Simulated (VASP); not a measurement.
# Pt (Fm-3m) in VASP: single point with LDA

Aim: the single point of Pt with LDA.

All numbers are computed with VASP 6.6.1; they aren't measurements. Logs are shortened: lines on timing, memory, paths and dates and some standing lists are left out, and cuts for length are marked.

**1. The cell of the first run**

It takes space group Fm-3m (No. 225, cubic). The conventional cell has a = 3.922 Å, b = 3.922 Å, c = 3.922 Å, α = 90.00°, β = 90.00°, γ = 90.00°. Within 3.7 Å of Pt (site symmetry m-3m) lie 12 Pt at 2.77 Å.

**2. Single point, LDA**

INCAR

```
PREC     = Accurate       # precision mode
ENCUT    = 500            # plane-wave cutoff, eV
EDIFF    = 1E-6           # SCF threshold, eV
ISMEAR   = -1             # smearing method
SIGMA    = 0.1            # smearing width, eV
LREAL    = F              # projectors in reciprocal space
LASPH    = T              # aspherical terms in the spheres
NELM     = 120            # most SCF steps
ALGO     = Normal         # electronic algorithm
ISIF     = 2              # what is computed and relaxed
LWAVE    = F              # write WAVECAR
LCHARG   = F              # write CHGCAR
GGA      = CA             # functional
NBANDS   = 11             # bands
GGA_COMPAT= F
```

KPOINTS

```
Automatic mesh
0
Gamma
  13 13 13
```

POSCAR

```
Pt
1.0
    0.0000000000      1.9609000000      1.9609000000
    1.9609000000      0.0000000000      1.9609000000
    1.9609000000      1.9609000000      0.0000000000
Pt
1
Direct
    0.0000000000      0.0000000000      0.0000000000
```

Potentials or basis: VASP PAW LDA potentials, release 64 (Pt).

On the command line:

```console
$ cat potpaw_LDA.64/Pt/POTCAR > POTCAR
$ mpirun -np 1 vasp_std > vasp.out
```

OUTCAR:

```text
PREC = Accurate
   ENCUT = 500
   EDIFF = 1E-6
   ISMEAR = -1
   LREAL = F
   LASPH = T
   NELM = 120
   ISIF = 2
   GGA = CA

 ion  position               nearest neighbor table
   1  0.000  0.000  0.000-

  LATTYP: Found a face centered cubic cell.
 ALAT       =     3.9218000000

  Lattice vectors:

 A1 = (   0.0000000000,   1.9609000000,   1.9609000000)
 A2 = (   1.9609000000,   0.0000000000,   1.9609000000)
 A3 = (   1.9609000000,   1.9609000000,   0.0000000000)

Analysis of symmetry for initial positions (statically):
=====================================================================
 Subroutine PRICEL returns:
 Original cell was already a primitive cell.

 Routine SETGRP: Setting up the symmetry group for a
 face centered cubic supercell.

 Subroutine GETGRP returns: Found 48 space group operations
 (whereof 48 operations were pure point group operations)
 out of a pool of 48 trial point group operations.

The static configuration has the point symmetry O_h .

Analysis of symmetry for dynamics (positions and initial velocities):
=====================================================================
 Subroutine PRICEL returns:
 Original cell was already a primitive cell.

 Routine SETGRP: Setting up the symmetry group for a
 face centered cubic supercell.

 Subroutine GETGRP returns: Found 48 space group operations
 (whereof 48 operations were pure point group operations)
 out of a pool of 48 trial point group operations.

The dynamic configuration has the point symmetry O_h .

 Subroutine INISYM returns: Found 48 space group operations
 (whereof 48 operations are pure point group operations),
 and found     1 'primitive' translations

----------------------------------------------------------------------------------------

                                     Primitive cell

  volume of cell :      15.0798

  direct lattice vectors                    reciprocal lattice vectors
     0.000000000  1.960900000  1.960900000    -0.254984956  0.254984956  0.254984956
     1.960900000  0.000000000  1.960900000     0.254984956 -0.254984956  0.254984956
     1.960900000  1.960900000  0.000000000     0.254984956  0.254984956 -0.254984956

  length of vectors
     2.773131374  2.773131374  2.773131374     0.441646899  0.441646899  0.441646899

  position of ions in fractional coordinates (direct lattice)
     0.000000000  0.000000000  0.000000000

  ion indices of the primitive-cell ions
   primitive index   ion index
                 1           1

----------------------------------------------------------------------------------------

 KPOINTS: Automatic mesh

Automatic generation of k-mesh.
 Grid dimensions read from file:
 generate k-points for:   13   13   13

 Generating k-lattice:

  Cartesian coordinates                     Fractional coordinates (reciprocal lattice)
    -0.019614227  0.019614227  0.019614227     0.076923077  0.000000000  0.000000000
     0.019614227 -0.019614227  0.019614227     0.000000000  0.076923077  0.000000000
     0.019614227  0.019614227 -0.019614227     0.000000000  0.000000000  0.076923077

  Length of vectors
     0.033972838  0.033972838  0.033972838

  Shift w.r.t. Gamma in fractional coordinates (k-lattice)
     0.000000000  0.000000000  0.000000000

 Subroutine IBZKPT returns following result:
 ===========================================

 Found     84 irreducible k-points:

 Following reciprocal coordinates:
            Coordinates               Weight
  0.000000  0.000000  0.000000      1.000000
  0.076923  0.000000  0.000000      8.000000
  0.153846  0.000000  0.000000      8.000000
  0.230769  0.000000  0.000000      8.000000
  0.307692  0.000000  0.000000      8.000000
  0.384615  0.000000  0.000000      8.000000
[... 16 lines left out ...]
  0.384615  0.153846  0.000000     24.000000
  0.461538  0.153846  0.000000     24.000000
 [... further k-points ...]
   k-points           NKPTS =     84   k-points in BZ     NKDIM =     84   number of bands    NBANDS=     11
   number of dos      NEDOS =    301   number of ions     NIONS =      1
   total plane-waves  NPLWV =   8000
   dimension x,y,z NGX =    20 NGY =   20 NGZ =   20
   dimension x,y,z NGXF=    40 NGYF=   40 NGZF=   40
   ions per type =               1
   NGX,Y,Z   is equivalent  to a cutoff of  11.99, 11.99, 11.99 a.u.
   NGXF,Y,Z  is equivalent  to a cutoff of  23.98, 23.98, 23.98 a.u.
 SYSTEM =  unknown system
   PREC   = accura    normal or accurate (medium, high low for compatibility)
   ISTART =      0    job   : 0-new  1-cont  2-samecut
   ICHARG =      2    charge: 1-file 2-atom 10-const
   ISPIN  =      1    spin polarized calculation?
   LNONCOLLINEAR =      F non collinear calculations
   LSORBIT =      F    spin-orbit coupling
   LASPH  =      T    aspherical Exc in radial PAW
   ENCUT  =  500.0 eV  36.75 Ry    6.06 a.u.   5.06  5.06  5.06*2*pi/ulx,y,z
   NELM   =    120;   NELMIN=  2; NELMDL= -5     # of ELM steps
   EDIFF  = 0.1E-05   stopping-criterion for ELM
   LREAL  =      F    real-space projection
[... 7 lines left out ...]
   TEBEG  =    0.0;   TEEND  =   0.0 temperature during run
   PSTRESS=    0.0 pullay stress
   NELECT =      10.0000    total number of electrons
   NUPDOWN=      -1.0000    fix difference up-down
   EMIN   =  10.00;   EMAX   =-10.00  energy-range for DOS
   EFERMI =   0.00;   METHOD = LEGACY
   ISMEAR =    -1;   SIGMA  =   0.10  broadening in eV -4-tet -1-fermi 0-gaus
   EFERMI_NEDOS =   21; number of points for ismear=-14 and -15
   IALGO  =     38    algorithm
   IMIX   =      4    mixing-type and parameters
     AMIX     =   0.40;   BMIX     =  1.00
     AMIX_MAG =   1.60;   BMIX_MAG =  1.00
  volume/ion in A,a.u.               =      15.08       101.76
  Fermi-wavevector in a.u.,A,eV,Ry     =   1.427609  2.697791 27.729605  2.038068
  Thomas-Fermi vector in A             =   2.547760
   LORBIT       =      0    0 simple, 1 ext, 2 COOP (PROOUT), +10 PAW based schemes
   GGA     = CA    functional components
   LHFCALC =     F    Hartree Fock is set to
   AEXX    =    0.0000 exact exchange contribution
   IVDW    =     0    specifies the selected vdW correction
   LEPSILON=     F    determine dielectric tensor
   LRPA    =     F    only Hartree local field effects (RPA)
 non-spin polarized calculation
  energy-cutoff  :      500.00
  volume of cell :       15.08
 maximum number of plane-waves:       388
   NGX = 11   NGY = 11   NGZ = 11

 number of electron      10.0000001 magnetization

 Free energy of the ion-electron system (eV)
  ---------------------------------------------------
  ext. energy  EPLUGINS =         0.00000000
  ---------------------------------------------------
  free energy    TOTEN  =        -7.52501347 eV

  energy without entropy =       -7.46566592  energy(sigma->0) =       -7.49533970

 E-fermi :  11.1340     XC(G=0): -13.6890

 val. band max:       11.1310514189   @ k =   0.4615   0.4615   0.0000
 cond. band min:      11.1353051541   @ k =  -0.4615   0.3077   0.0769
 fundamental gap:      0.0042537352
 Fermi energy:        11.1339878320

 k-point     1 :       0.0000    0.0000    0.0000
  band No.  band energies     occupation
      1       0.8942      2.00000
      2       7.3169      2.00000
      3       7.3169      2.00000
      4       7.3169      2.00000
      5       9.5072      2.00000
      6       9.5072      2.00000
      7      25.7654      0.00000
      8      30.6843      0.00000
      9      30.6843      0.00000
     10      30.6843      0.00000
     11      36.1390      0.00000

 k-point     2 :       0.0769    0.0000    0.0000
  band No.  band energies     occupation
      1       1.1316      2.00000
      2       7.2130      2.00000
      3       7.4102      2.00000
      4       7.4102      2.00000
      5       9.4561      2.00000
      6       9.4561      2.00000
      7      26.1336      0.00000
      8      29.5386      0.00000
      9      31.0514      0.00000
     10      31.0514      0.00000
     11      37.3551      0.00000

 k-point     3 :       0.1538    0.0000    0.0000
  band No.  band energies     occupation
      1       1.7990      2.00000
      2       6.9898      2.00000
      3       7.6164      2.00000
      4       7.6164      2.00000
      5       9.3942      2.00000
      6       9.3942      2.00000
      7      27.0198      0.00000
      8      27.4300      0.00000
      9      32.0857      0.00000
     10      32.0857      0.00000
     11      36.4711      0.00000

 k-point     4 :       0.2308    0.0000    0.0000
  band No.  band energies     occupation
      1       2.7160      2.00000
      2       6.9155      2.00000
      3       7.7124      2.00000
      4       7.7124      2.00000
      5       9.5738      2.00000
      6       9.5738      2.00000
      7      25.0668      0.00000
      8      27.5836      0.00000
      9      33.4908      0.00000
     10      33.4908      0.00000
     11      34.6679      0.00000

 k-point     5 :       0.3077    0.0000    0.0000
  band No.  band energies     occupation
      1       3.4672      2.00000
      2       7.4559      2.00000
      3       7.5883      2.00000
      4       7.5883      2.00000
      5      10.0951      1.99994
      6      10.0951      1.99994
      7      22.4008      0.00000
      8      26.8921      0.00000
      9      33.0932      0.00000
     10      33.0932      0.00000
     11      35.4696      0.00000
[... 211 lines left out ...]
 k-point    21 :       0.2308    0.1538    0.0000
  band No.  band energies     occupation
      1       2.8401      2.00000
      2       6.2782      2.00000
      3       7.9897      2.00000
      4       8.2548      2.00000
      5       8.7863      2.00000
      6      10.0296      1.99997
      7      27.3846      0.00000
      8      28.5423      0.00000
      9      30.0836      0.00000
     10      30.8976      0.00000
     11      35.3779      0.00000

 k-point    22 :       0.3077    0.1538    0.0000
  band No.  band energies     occupation
      1       3.7167      2.00000
      2       6.1840      2.00000
      3       7.5619      2.00000
      4       8.3278      2.00000
      5       9.6679      2.00000
      6      10.4310      1.99823
      7      24.7498      0.00000
      8      28.4103      0.00000
      9      29.5749      0.00000
     10      31.2364      0.00000
     11      35.3539      0.00000

 k-point    23 :       0.3846    0.1538    0.0000
  band No.  band energies     occupation
      1       4.2898      2.00000
      2       6.6171      2.00000
      3       7.2035      2.00000
      4       8.1922      2.00000
      5      10.9345      1.76052
      6      10.9639      1.69120
      7      21.6734      0.00000
      8      27.3877      0.00000
      9      28.9183      0.00000
     10      30.8997      0.00000
     11      37.1525      0.00000

 k-point    24 :       0.4615    0.1538    0.0000
  band No.  band energies     occupation
      1       4.4321      2.00000
      2       6.8040      2.00000
      3       7.6988      2.00000
      4       8.0057      2.00000
      5      11.2347      0.53500
      6      12.6032      0.00000
      7      18.7004      0.00000
      8      26.5868      0.00000
      9      28.6034      0.00000
     10      29.6287      0.00000
     11      38.1105      0.00000

 [... further k-points ...]
[... 5 lines left out ...]
  --------------------------------------------------------------------------------------
  -------------------------------------------------------------------------------------
  Total       -0.4870792     -0.4870792     -0.4870792      0.0000000      0.0000000      0.0000000
  in kB      -51.7504191    -51.7504191    -51.7504191      0.0000000      0.0000000      0.0000000
  external PRESSURE =     -51.7504191 kB  Pullay stress =       0.0000000 kB

 VOLUME and BASIS-vectors are now :
 -----------------------------------------------------------------------------
  energy-cutoff  :      500.00
  volume of cell :       15.08
      direct lattice vectors                 reciprocal lattice vectors
     0.000000000  1.960900000  1.960900000    -0.254984956  0.254984956  0.254984956
     1.960900000  0.000000000  1.960900000     0.254984956 -0.254984956  0.254984956
     1.960900000  1.960900000  0.000000000     0.254984956  0.254984956 -0.254984956

 POSITION                                       TOTAL-FORCE (eV/Angst)
 -----------------------------------------------------------------------------------
      0.00000      0.00000      0.00000         0.000000      0.000000      0.000000
 -----------------------------------------------------------------------------------
    total drift:                                0.000000     -0.000000      0.000000

  FREE ENERGIE OF THE ION-ELECTRON SYSTEM (eV)
  ---------------------------------------------------
  free  energy   TOTEN  =        -7.5250134745 eV

  energy  without entropy=       -7.4656659236  energy(sigma->0) =       -7.49533970
```

Run time: 8.6 s. Hardware: 1 thread of Intel Xeon Platinum 8488C (Sapphire Rapids), shared host; peak memory 0.12 GiB.

What came out:

```yaml
Free_energy: -7.5250 eV
Pressure: -5.2 GPa
Band_gap_on_the_k_mesh: zero (band 5 reaches 11.56 eV, above the bottom of band 6 at 9.39 eV)
```

Caveat: spin-orbit coupling is left out, which moves the levels of the heavy elements.
